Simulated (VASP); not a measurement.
# Sc (Fmmm) in VASP: single point with PBEsol

Aim: the single point of Sc with PBEsol.

Program: VASP 6.6.1. These are calculated values, not measurements. Logs are shortened: lines on timing, memory, paths and dates and some standing lists are left out, and cuts for length are marked.

## (1) The cell of the first run

It takes space group Fmmm (No. 69, orthorhombic). Conventional cell: a = 5.296 Å, b = 8.014 Å, c = 8.713 Å, α = 90.00°, β = 90.00°, γ = 90.00°. Within 3.9 Å of Sc (site symmetry mm2) lie 11 Sc at 2.93 to 3.29 Å. Sc (site symmetry m2m) has 11 Sc at 2.60 to 3.29 Å within 3.4 Å.

## (2) Single point, PBEsol (strained and its atoms moved)

The input, INCAR:

```
SYSTEM = Sc
PREC = Accurate
ENCUT = 520
EDIFF = 1E-6
ISMEAR = 0
SIGMA = 0.1
LREAL = .False.
LASPH = .True.
NELM = 100
ALGO = Fast
ISIF = 2
LWAVE = .False.
LCHARG = .True.
GGA = PS
LELF = .True.
LVHAR = .True.
NBANDS = 30
```

The input, KPOINTS:

```
regular mesh
0
Gamma
  10 10 10
  0 0 0
```

The input, POSCAR:

```
Sc
1.0
   -3.0804158064      3.0804158064      2.6481674892
    3.0804158064     -3.0804158064      2.6481674892
    2.8333748211      2.8333748211     -2.6481674892
Sc
4
Direct
    0.1683461237      0.3316538763      0.5000000000
    0.6622168290      0.1622168290      0.8244336480
    0.3377831710      0.8377831710      0.1755663520
    0.8316538763      0.6683461237      0.5000000000
```

Potentials or basis: VASP PAW PBE potentials, release 64 (Sc_sv).

Started as:

```
$ cat potpaw_PBE.64/Sc_sv/POTCAR > POTCAR
$ mpirun -np 1 vasp_std > vasp.out
```

OUTCAR:

```text
SYSTEM = Sc
   PREC = Accurate
   ENCUT = 520
   EDIFF = 1E-6
   ISMEAR = 0
   LREAL = .False.
   LASPH = .True.
   NELM = 100
   ISIF = 2
   GGA = PS

 ion  position               nearest neighbor table
   1  0.168  0.332  0.500-   4 2.93   4 3.01   4 3.01   3 3.08   2 3.08   3 3.17   2 3.17   2 3.29
                             3 3.29   3 3.29   2 3.29
   2  0.662  0.162  0.824-   3 2.60   3 3.00   3 3.00   1 3.08   4 3.08   4 3.17   1 3.17   1 3.29
                             4 3.29   1 3.29   4 3.29
   3  0.338  0.838  0.176-   2 2.60   2 3.00   2 3.00   4 3.08   1 3.08   4 3.17   1 3.17   1 3.29
                             4 3.29   4 3.29   1 3.29
   4  0.832  0.668  0.500-   1 2.93   1 3.01   1 3.01   2 3.08   3 3.08   2 3.17   3 3.17   3 3.29
                             2 3.29   2 3.29   3 3.29

  LATTYP: Found a face centered orthorhombic cell.
 ALAT       =     5.2963349784
 B/A-ratio  =     1.5131207205
 C/A-ratio  =     1.6450492006

  Lattice vectors:

 A1 = (  -0.2470409853,   5.9137906275,   0.0000000000)
 A2 = (  -3.0804158064,   3.0804158064,   2.6481674892)
 A3 = (   2.8333748211,   2.8333748211,   2.6481674892)

Analysis of symmetry for initial positions (statically):
=====================================================================
 Subroutine PRICEL returns:
 Original cell was already a primitive cell.

 Routine SETGRP: Setting up the symmetry group for a
 face centered orthorhombic supercell.

 Subroutine GETGRP returns: Found  8 space group operations
 (whereof  4 operations were pure point group operations)
 out of a pool of  8 trial point group operations.

The static configuration has the point symmetry C_2h.
 The point group associated with its full space group is D_2h.

Analysis of symmetry for dynamics (positions and initial velocities):
=====================================================================
 Subroutine PRICEL returns:
 Original cell was already a primitive cell.

 Routine SETGRP: Setting up the symmetry group for a
 face centered orthorhombic supercell.

 Subroutine GETGRP returns: Found  8 space group operations
 (whereof  4 operations were pure point group operations)
 out of a pool of  8 trial point group operations.

The dynamic configuration has the point symmetry C_2h.
 The point group associated with its full space group is D_2h.

 Subroutine INISYM returns: Found  8 space group operations
 (whereof  4 operations are pure point group operations),
 and found     1 'primitive' translations

----------------------------------------------------------------------------------------

                                     Primitive cell

  volume of cell :      92.4525

  direct lattice vectors                    reciprocal lattice vectors
    -3.080415806  3.080415806  2.648167489     0.007076127  0.169391877  0.188809810
     3.080415806 -3.080415806  2.648167489     0.169391877  0.007076127  0.188809810
     2.833374821  2.833374821 -2.648167489     0.176468004  0.176468004  0.000000000

  length of vectors
     5.098108878  5.098108878  4.803000812     0.253757411  0.253757411  0.249563445

  position of ions in fractional coordinates (direct lattice)
     0.168346124  0.331653876  0.500000000
     0.662216829  0.162216829  0.824433648
     0.337783171  0.837783171  0.175566352
     0.831653876  0.668346124  0.500000000

  ion indices of the primitive-cell ions
   primitive index   ion index
                 1           1
                 2           2
                 3           3
                 4           4

----------------------------------------------------------------------------------------

 KPOINTS: regular mesh

Automatic generation of k-mesh.
 Grid dimensions read from file:
 generate k-points for:   10   10   10

 Generating k-lattice:

  Cartesian coordinates                     Fractional coordinates (reciprocal lattice)
     0.000707613  0.016939188  0.018880981     0.100000000  0.000000000  0.000000000
     0.016939188  0.000707613  0.018880981     0.000000000  0.100000000  0.000000000
     0.017646800  0.017646800  0.000000000     0.000000000  0.000000000  0.100000000

  Length of vectors
     0.025375741  0.025375741  0.024956344

  Shift w.r.t. Gamma in fractional coordinates (k-lattice)
     0.000000000  0.000000000  0.000000000

 Subroutine IBZKPT returns following result:
 ===========================================

 Found    171 irreducible k-points:

 Following reciprocal coordinates:
            Coordinates               Weight
  0.000000  0.000000  0.000000      1.000000
  0.100000  0.000000  0.000000      8.000000
  0.200000  0.000000  0.000000      8.000000
  0.300000  0.000000  0.000000      8.000000
  0.400000  0.000000 -0.000000      8.000000
  0.500000  0.000000  0.000000      4.000000
[... 16 lines left out ...]
  0.300000  0.300000  0.000000      4.000000
  0.400000  0.300000  0.000000      8.000000
 [... further k-points ...]
   k-points           NKPTS =    171   k-points in BZ     NKDIM =    171   number of bands    NBANDS=     30
   number of dos      NEDOS =    301   number of ions     NIONS =      4
   total plane-waves  NPLWV =  57600
   dimension x,y,z NGX =    40 NGY =   40 NGZ =   36
   dimension x,y,z NGXF=    80 NGYF=   80 NGZF=   72
   ions per type =               4
   NGX,Y,Z   is equivalent  to a cutoff of  13.04, 13.04, 12.46 a.u.
   NGXF,Y,Z  is equivalent  to a cutoff of  26.09, 26.09, 24.92 a.u.
 SYSTEM =  Sc
   PREC   = accura    normal or accurate (medium, high low for compatibility)
   ISTART =      0    job   : 0-new  1-cont  2-samecut
   ICHARG =      2    charge: 1-file 2-atom 10-const
   ISPIN  =      1    spin polarized calculation?
   LNONCOLLINEAR =      F non collinear calculations
   LSORBIT =      F    spin-orbit coupling
   LASPH  =      T    aspherical Exc in radial PAW
   ENCUT  =  520.0 eV  38.22 Ry    6.18 a.u.   9.48  9.48  8.93*2*pi/ulx,y,z
   NELM   =    100;   NELMIN=  2; NELMDL= -5     # of ELM steps
   EDIFF  = 0.1E-05   stopping-criterion for ELM
   LREAL  =      F    real-space projection
[... 7 lines left out ...]
   TEBEG  =    0.0;   TEEND  =   0.0 temperature during run
   PSTRESS=    0.0 pullay stress
   NELECT =      44.0000    total number of electrons
   NUPDOWN=      -1.0000    fix difference up-down
   EMIN   =  10.00;   EMAX   =-10.00  energy-range for DOS
   EFERMI =   0.00;   METHOD = LEGACY
   ISMEAR =     0;   SIGMA  =   0.10  broadening in eV -4-tet -1-fermi 0-gaus
   EFERMI_NEDOS =   21; number of points for ismear=-14 and -15
   IALGO  =     68    algorithm
   IMIX   =      4    mixing-type and parameters
     AMIX     =   0.40;   BMIX     =  1.00
     AMIX_MAG =   1.60;   BMIX_MAG =  1.00
  volume/ion in A,a.u.               =      23.11       155.98
  Fermi-wavevector in a.u.,A,eV,Ry     =   1.278163  2.415377 22.227834  1.633700
  Thomas-Fermi vector in A             =   2.410721
   LORBIT       =      0    0 simple, 1 ext, 2 COOP (PROOUT), +10 PAW based schemes
   GGA     = PS    functional components
   LHFCALC =     F    Hartree Fock is set to
   AEXX    =    0.0000 exact exchange contribution
   IVDW    =     0    specifies the selected vdW correction
   LEPSILON=     F    determine dielectric tensor
   LRPA    =     F    only Hartree local field effects (RPA)
 non-spin polarized calculation
 RMM-DIIS sequential band-by-band and
 Gauss-broadening in eV      SIGMA  =   0.10
  energy-cutoff  :      520.00
  volume of cell :       92.45
 maximum number of plane-waves:      2515
 NGX is ok and might be reduce to    40
   NGX = 19   NGY = 19   NGZ = 17

 number of electron      43.9999998 magnetization

 Free energy of the ion-electron system (eV)
  ---------------------------------------------------
  ext. energy  EPLUGINS =         0.00000000
  ---------------------------------------------------
  free energy    TOTEN  =       -25.43637891 eV

  energy without entropy =      -25.40797852  energy(sigma->0) =      -25.42217871

 E-fermi :   3.8546     XC(G=0): -10.1873

 val. band max:        3.8528306586   @ k =  -0.1000  -0.4000   0.2000
 cond. band min:       3.8584990573   @ k =   0.5000   0.3000  -0.0000
 fundamental gap:      0.0056683987
 Fermi energy:         3.8545669361

 k-point     1 :       0.0000    0.0000    0.0000
  band No.  band energies     occupation
      1     -45.1154      2.00000
      2     -45.0094      2.00000
      3     -44.9164      2.00000
      4     -44.7514      2.00000
      5     -24.0722      2.00000
      6     -24.0010      2.00000
[... 22 lines left out ...]
     29       6.0412      0.00000
     30       6.1694      0.00000

 k-point     2 :       0.1000    0.0000    0.0000
  band No.  band energies     occupation
      1     -45.1124      2.00000
      2     -45.0112      2.00000
      3     -44.9154      2.00000
      4     -44.7536      2.00000
      5     -24.0799      2.00000
      6     -24.0028      2.00000
[... 22 lines left out ...]
     29       6.1172      0.00000
     30       6.2139      0.00000

 k-point     3 :       0.2000    0.0000    0.0000
  band No.  band energies     occupation
      1     -45.1040      2.00000
      2     -45.0166      2.00000
      3     -44.9125      2.00000
      4     -44.7599      2.00000
      5     -24.0959      2.00000
      6     -24.0073      2.00000
[... 22 lines left out ...]
     29       6.0409      0.00000
     30       6.2928      0.00000

 k-point     4 :       0.3000    0.0000    0.0000
  band No.  band energies     occupation
      1     -45.0920      2.00000
      2     -45.0246      2.00000
      3     -44.9085      2.00000
      4     -44.7682      2.00000
      5     -24.1097      2.00000
      6     -24.0181      2.00000
[... 616 lines left out ...]
     29       6.3049      0.00000
     30       6.6553      0.00000

 k-point    23 :       0.3000    0.3000    0.0000
  band No.  band energies     occupation
      1     -45.0649      2.00000
      2     -45.0455      2.00000
      3     -44.9080      2.00000
      4     -44.7753      2.00000
      5     -24.1197      2.00000
      6     -23.9791      2.00000
[... 22 lines left out ...]
     29       5.6841      0.00000
     30       6.1656      0.00000

 k-point    24 :       0.4000    0.3000    0.0000
  band No.  band energies     occupation
      1     -45.0614      2.00000
      2     -45.0494      2.00000
      3     -44.9148      2.00000
      4     -44.7680      2.00000
      5     -24.1016      2.00000
      6     -23.9926      2.00000
[... 22 lines left out ...]
     29       6.0110      0.00000
     30       6.1551      0.00000

 [... further k-points ...]

------------------------ aborting loop because EDIFF is reached ----------------------------------------

  FORCE on cell =-STRESS in cart. coord.  units (eV):
  Direction    XX          YY          ZZ          XY          YZ          ZX
  --------------------------------------------------------------------------------------
  -------------------------------------------------------------------------------------
  Total        2.3606668      2.3606668      1.4194436      1.5189523      0.0000000      0.0000000
  in kB       40.9097150     40.9097150     24.5985734     26.3230322      0.0000000      0.0000000
  external PRESSURE =      35.4726678 kB  Pullay stress =       0.0000000 kB

 VOLUME and BASIS-vectors are now :
 -----------------------------------------------------------------------------
  energy-cutoff  :      520.00
  volume of cell :       92.45
      direct lattice vectors                 reciprocal lattice vectors
    -3.080415806  3.080415806  2.648167489     0.007076127  0.169391877  0.188809810
     3.080415806 -3.080415806  2.648167489     0.169391877  0.007076127  0.188809810
     2.833374821  2.833374821 -2.648167489     0.176468004  0.176468004  0.000000000

 POSITION                                       TOTAL-FORCE (eV/Angst)
 -----------------------------------------------------------------------------------
      1.91974      0.91363      0.00000         0.049270     -0.049270      0.000000
      0.79572      3.87614      0.00000         0.231468      0.231468      0.000000
      2.03765     -1.04276      2.64817        -0.231468     -0.231468     -0.000000
      0.91363      1.91974      2.64817        -0.049270      0.049270      0.000000
 -----------------------------------------------------------------------------------
    total drift:                                0.000000     -0.000000     -0.000000

  FREE ENERGIE OF THE ION-ELECTRON SYSTEM (eV)
  ---------------------------------------------------
  free  energy   TOTEN  =       -25.4363789059 eV

  energy  without entropy=      -25.4079785196  energy(sigma->0) =      -25.42217871
```

Run time: 15 min. Hardware: 1 thread of Oxide Virtual Turin-like, shared host; peak memory 0.44 GiB.

Results:

* Free energy: -25.4364 eV
* Pressure: 3.5 GPa
* Largest force: 0.327 eV/Å
* Band gap on the k mesh: zero (bands 22 and 23 overlap by 0.68 eV)

Forces in eV/Å, atoms in the order of the input:
```
Sc   0.049 -0.049  0.000
Sc   0.231  0.231  0.000
Sc  -0.231 -0.231  0.000
Sc  -0.049  0.049  0.000
```

Levels at points of the mesh, in eV from the Fermi level:
```tsv
k point	band 19	band 20	band 21	band 22	band 23	band 24	band 25	band 26
(0.00, 0.00, 0.00)	-0.90	-0.56	-0.44	-0.16	0.52	1.03	1.18	1.25
(0.50, 0.00, 0.00)	-1.30	-1.17	-0.17	-0.12	0.78	0.79	0.89	0.93
(0.50, 0.50, 0.00)	-0.67	-0.61	-0.58	-0.47	-0.28	1.00	1.31	1.44
(0.00, 0.00, 0.50)	-0.59	-0.56	-0.56	-0.49	-0.33	1.03	1.06	1.23
(0.50, 0.50, 0.50)	-1.64	-0.81	-0.75	0.35	0.40	0.60	0.90	1.03
```

Caveat: the cell differs from its parent crystal (strained and its atoms moved); the cell stands under pressure; the PAW data sets were made with another functional, which shifts forces and pressure a little.
